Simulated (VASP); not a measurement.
# K3SCl (P1) in VASP: single point with PBEsol

Aim: the single point of K3SCl with PBEsol.

Program: VASP 6.6.1. These are calculated values, not measurements. Logs are shortened: lines on timing, memory, paths and dates and some standing lists are left out, and cuts for length are marked.

## Step 1: The cell of the first run

The typed cell holds 10 atoms: a = 5.737 Å, b = 5.736 Å, c = 11.468 Å, α = 82.57°, β = 97.38°, γ = 97.36°.

## Step 2: Single point, PBEsol

Contents of INCAR:

```
ALGO = Normal
EDIFF = 1E-7
ENCUT = 520
GGA = PS
ISIF = 2
ISMEAR = -1
LASPH = True
LCHARG = True
LELF = True
LREAL = False
LVHAR = True
LWAVE = False
NBANDS = 51
NELM = 80
PREC = Accurate
SIGMA = 0.05
```

Contents of KPOINTS:

```
k-points
0
Gamma
  4 4 2
```

Contents of POSCAR:

```
K3SCl
1.0
    5.7152335485     -0.3541380473     -0.3547057621
   -0.3615152874      5.7135608895      0.3602075483
   -0.7255976101      0.7219847029     11.4221531228
Cl S K
2 2 6
Direct
    0.0960500885     -0.0962167430     -0.0528936368
    0.0961120563     -0.0961488101      0.4470920666
    0.4971302760      0.5029808102      0.2467715609
    0.4970842848      0.5028525678      0.7467807985
    0.5864225750      0.6829495171     -0.0067604754
    0.3175950088     -0.0036601464      0.2019821522
    0.0040391519      0.4138589489      0.3365534961
    0.5864714181      0.6829281639      0.4932579581
    0.3174750456     -0.0037823128      0.7019659577
    0.0040004270      0.4136989312      0.8366205252
```

Potentials or basis: VASP PAW PBE potentials, release 64 (Cl, S, K_sv).

On the command line:

```console
$ cat potpaw_PBE.64/Cl/POTCAR potpaw_PBE.64/S/POTCAR potpaw_PBE.64/K_sv/POTCAR > POTCAR
$ mpirun -np 1 vasp_std > vasp.out
```

OUTCAR:

```text
EDIFF = 1E-7
   ENCUT = 520
   GGA = PS
   ISIF = 2
   ISMEAR = -1
   LASPH = True
   LREAL = False
   NELM = 80
   PREC = Accurate

 ion  position               nearest neighbor table
   1  0.096  0.904  0.947-  10 3.12   5 3.12   6 3.12  10 3.19   5 3.19   9 3.19
   2  0.096  0.904  0.447-   8 3.12   7 3.12   9 3.12   7 3.19   6 3.19   8 3.19
   3  0.497  0.503  0.247-   5 3.04   6 3.04   7 3.04   8 3.09   7 3.09   6 3.09
   4  0.497  0.503  0.747-   8 3.04   9 3.04  10 3.04   5 3.09  10 3.09   9 3.09
   5  0.586  0.683  0.993-   3 3.04   4 3.09   1 3.12   1 3.19   6 3.76  10 3.76
   6  0.318  0.996  0.202-   3 3.04   3 3.09   1 3.12   2 3.19   5 3.76   7 3.76
   7  0.004  0.414  0.337-   3 3.04   3 3.09   2 3.12   2 3.19   8 3.76   6 3.76
   8  0.586  0.683  0.493-   4 3.04   3 3.09   2 3.12   2 3.19   9 3.76   7 3.76
   9  0.317  0.996  0.702-   4 3.04   4 3.09   2 3.12   1 3.19   8 3.76  10 3.76
  10  0.004  0.414  0.837-   4 3.04   4 3.09   1 3.12   1 3.19   5 3.76   9 3.76

  LATTYP: Found a triclinic cell.
 ALAT       =     5.7363072459
 B/A-ratio  =     1.3205948477
 C/A-ratio  =     2.6988800700
 COS(alpha) =     0.0003215831
 COS(beta)  =     0.5137450919
 COS(gamma) =     0.6601834698

  Lattice vectors:

 A1 = (   0.3615152874,  -5.7135608895,  -0.3602075483)
 A2 = (  -5.3537182611,  -5.3594228422,  -0.0055017862)
 A3 = (   6.8023464460,  -6.7896836397, -12.1370664332)

Analysis of symmetry for initial positions (statically):
=====================================================================
 Subroutine PRICEL returns:
 Original cell was already a primitive cell.

 Routine SETGRP: Setting up the symmetry group for a
 triclinic supercell.

 Subroutine GETGRP returns: Found  1 space group operations
 (whereof  1 operations were pure point group operations)
 out of a pool of  2 trial point group operations.

The static configuration has the point symmetry C_1 .

Analysis of symmetry for dynamics (positions and initial velocities):
=====================================================================
 Subroutine PRICEL returns:
 Original cell was already a primitive cell.

 Routine SETGRP: Setting up the symmetry group for a
 triclinic supercell.

 Subroutine GETGRP returns: Found  1 space group operations
 (whereof  1 operations were pure point group operations)
 out of a pool of  2 trial point group operations.

The dynamic configuration has the point symmetry C_1 .

[... 116 lines left out ...]
   ISYM   =      2    0-nonsym 1-usesym 2-fastsym
   POTIM  = 0.5000    time-step for ionic-motion
   TEBEG  =    0.0;   TEEND  =   0.0 temperature during run
   PSTRESS=    0.0 pullay stress
   NELECT =      80.0000    total number of electrons
   NUPDOWN=      -1.0000    fix difference up-down
   EMIN   =  10.00;   EMAX   =-10.00  energy-range for DOS
   EFERMI =   0.00;   METHOD = LEGACY
   ISMEAR =    -1;   SIGMA  =   0.05  broadening in eV -4-tet -1-fermi 0-gaus
   EFERMI_NEDOS =   21; number of points for ismear=-14 and -15
   IALGO  =     38    algorithm
   IMIX   =      4    mixing-type and parameters
     AMIX     =   0.40;   BMIX     =  1.00
     AMIX_MAG =   1.60;   BMIX_MAG =  1.00
  volume/ion in A,a.u.               =      36.87       248.84
  Fermi-wavevector in a.u.,A,eV,Ry     =   0.983697  1.858918 13.165808  0.967660
  Thomas-Fermi vector in A             =   2.114874
   LORBIT       =      0    0 simple, 1 ext, 2 COOP (PROOUT), +10 PAW based schemes
   GGA     = PS    functional components
   LHFCALC =     F    Hartree Fock is set to
   AEXX    =    0.0000 exact exchange contribution
   IVDW    =     0    specifies the selected vdW correction
   LEPSILON=     F    determine dielectric tensor
   LRPA    =     F    only Hartree local field effects (RPA)
 non-spin polarized calculation
  energy-cutoff  :      520.00
  volume of cell :      368.75
 maximum number of plane-waves:      9962
 NGX is ok and might be reduce to    48
   NGX = 21   NGY = 21   NGZ = 43

 number of electron      80.0000007 magnetization

 Free energy of the ion-electron system (eV)
  ---------------------------------------------------
  ext. energy  EPLUGINS =         0.00000000
  ---------------------------------------------------
  free energy    TOTEN  =       -32.73532502 eV

  energy without entropy =      -32.73532501  energy(sigma->0) =      -32.73532502

 E-fermi :   0.7433     XC(G=0):  -6.9799

 val. band max:       -0.2854851669   @ k =   0.0000   0.5000   0.0000
 cond. band min:       1.6037624335   @ k =   0.0000   0.0000   0.0000
 fundamental gap:      1.8892476004
 Fermi energy:         0.7432629584

 k-point     1 :       0.0000    0.0000    0.0000
  band No.  band energies     occupation
      1     -29.7168      2.00000
      2     -29.7068      2.00000
      3     -29.6945      2.00000
      4     -29.6807      2.00000
      5     -29.6796      2.00000
      6     -29.6754      2.00000
[... 1069 lines left out ...]
     50       5.4786      0.00000
     51       5.8461      0.00000

------------------------ aborting loop because EDIFF is reached ----------------------------------------

  FORCE on cell =-STRESS in cart. coord.  units (eV):
  Direction    XX          YY          ZZ          XY          YZ          ZX
  --------------------------------------------------------------------------------------
  -------------------------------------------------------------------------------------
  Total        0.1012502      0.1010964      0.1068822     -0.0149861      0.0093139     -0.0150885
  in kB        0.4399224      0.4392538      0.4643927     -0.0651132      0.0404678     -0.0655581
  external PRESSURE =       0.4478563 kB  Pullay stress =       0.0000000 kB

 VOLUME and BASIS-vectors are now :
 -----------------------------------------------------------------------------
  energy-cutoff  :      520.00
  volume of cell :      368.75
      direct lattice vectors                 reciprocal lattice vectors
     5.715233548 -0.354138047 -0.354705762     0.176274766  0.010489302  0.010534917
    -0.361515287  5.713560890  0.360207548     0.010275090  0.176333874 -0.010493186
    -0.725597610  0.721984703 11.422153123     0.005150037 -0.005235105  0.088207233

 POSITION                                       TOTAL-FORCE (eV/Angst)
 -----------------------------------------------------------------------------------
     -0.46500      5.81360     11.10947        -0.000387      0.000795      0.001109
     -0.10186      5.45297      5.39824        -0.000716      0.001049      0.000708
      2.48032      2.87592      2.82351         0.001604     -0.001199     -0.001769
      2.11730      3.23621      8.53466         0.001513     -0.000994     -0.001623
      2.38395      4.41150     11.38293         0.001218      0.000986      0.000658
      1.30838      5.72600      2.55331        -0.001638      0.000496     -0.001249
     -0.37073      2.60616      3.99181        -0.000657     -0.001632      0.001335
      2.74703      4.05038      5.67204         0.001246      0.000861      0.000922
      0.94495      6.08633      8.26420        -0.001439      0.000686     -0.000889
     -0.73374      2.96630      9.70361        -0.000745     -0.001048      0.000798
 -----------------------------------------------------------------------------------
    total drift:                                0.000191     -0.000359     -0.000294

  FREE ENERGIE OF THE ION-ELECTRON SYSTEM (eV)
  ---------------------------------------------------
  free  energy   TOTEN  =       -32.7353250189 eV

  energy  without entropy=      -32.7353250148  energy(sigma->0) =      -32.73532502
```

OSZICAR:

```text
N       E                     dE             d eps       ncg     rms          rms(c)
DAV:   1     0.631405070994E+03    0.63141E+03   -0.35381E+04  2040   0.136E+03
DAV:   2     0.215300731371E+02   -0.60987E+03   -0.59140E+03  2585   0.370E+02
DAV:   3    -0.347613956950E+02   -0.56291E+02   -0.56099E+02  2800   0.939E+01
[... 11 lines left out ...]
DAV:  15    -0.327353207266E+02   -0.74777E-04   -0.10306E-04  2200   0.296E-02    0.108E-02
DAV:  16    -0.327353239734E+02   -0.32468E-05   -0.46410E-06  2557   0.651E-03    0.603E-03
DAV:  17    -0.327353248227E+02   -0.84930E-06   -0.15697E-06  1848   0.410E-03    0.335E-03
DAV:  18    -0.327353249562E+02   -0.13346E-06   -0.16893E-07  1818   0.139E-03    0.115E-03
DAV:  19    -0.327353250189E+02   -0.62756E-07   -0.38642E-08  1392   0.742E-04
   1 F= -.32735325E+02 E0= -.32735325E+02  d E =-.414884E-08
```

stdout:

```text
POSCAR found type information on POSCAR ClS K
 POSCAR found :  3 types and      10 ions
 scaLAPACK will be used
 -----------------------------------------------------------------------------
|                                                                             |
|                                                                             |
|     You enforced a specific xc type in the INCAR file but a different       |
|     I HOPE YOU KNOW WHAT YOU ARE DOING!                                     |
|                                                                             |
 -----------------------------------------------------------------------------

 LDA part: xc-table for (Slater+PW92), standard interpolation
 POSCAR, INCAR and KPOINTS ok, starting setup
 FFT: planning ... GRIDC
 FFT: planning ... GRID_SOFT
 FFT: planning ... GRID
 WAVECAR not read
 entering main loop
```

It took 16 min on 1 thread of Oxide Virtual Turin-like, shared host; peak memory 0.59 GiB.

Results:

* Free energy: -32.7353 eV
* Pressure: 0.0 GPa
* Band gap on the k mesh: 1.89 eV

Forces on the atoms (eV/Å):
```
Cl   0.000  0.001  0.001
Cl  -0.001  0.001  0.001
S    0.002 -0.001 -0.002
S    0.002 -0.001 -0.002
K    0.001  0.001  0.001
K   -0.002  0.000 -0.001
K   -0.001 -0.002  0.001
K    0.001  0.001  0.001
K   -0.001  0.001 -0.001
K   -0.001 -0.001  0.001
```

Caveat: the PAW data sets were made with another functional, which shifts forces and pressure a little.
